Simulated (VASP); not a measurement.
Write the native input for VASP 6.6.1 that does the following.

- Task: single point
- Functional: PBEsol
- Potentials or basis: VASP PAW PBE potentials, release 64 (Sc_sv)
- Cutoff: 520 eV
- k mesh: 9 × 9 × 9
- Occupations: fermi-dirac, width 0.05 eV
- Spin: no spin polarisation
- Dipole correction: no
- Further INCAR settings: ALGO = Normal; EDIFF = 1e-07; NBANDS = 12

The structure of Sc lies in POSCAR:

```
Sc
1.0
    0.0000000000      2.3329530609      2.3329530609
    2.3329530609      0.0000000000      2.3329530609
    2.3329530609      2.3329530609      0.0000000000
Sc
1
Direct
    0.0000000000      0.0000000000      0.0000000000
```

These files were run (other wordings do the same):

INCAR

```
  PREC = Accurate
  ENCUT = 520
  EDIFF = 1E-7
  ISMEAR = -1
  SIGMA = 0.05
  LREAL = False
  LASPH = True
  NELM = 80
  ALGO = Normal
  ISIF = 2
  LWAVE = False
  LCHARG = False
  GGA = PS
  NBANDS = 12
```

KPOINTS

```
regular mesh
0
Gamma
  9 9 9
```

Potentials or basis: VASP PAW PBE potentials, release 64 (Sc_sv).

The run is started by

```console
$ cat potpaw_PBE.64/Sc_sv/POTCAR > POTCAR
$ mpirun -np 1 vasp_std > vasp.out
```

Results of the run:

| Item | Value |
| --- | --- |
| Pressure | -3.6 GPa |

Caveat: the PAW data sets were made with another functional, which shifts forces and pressure a little.

Run time: 22 s on 1 thread of AMD EPYC 7R43 64-Core Processor (Zen 3) (shared host), peak memory 0.12 GiB.
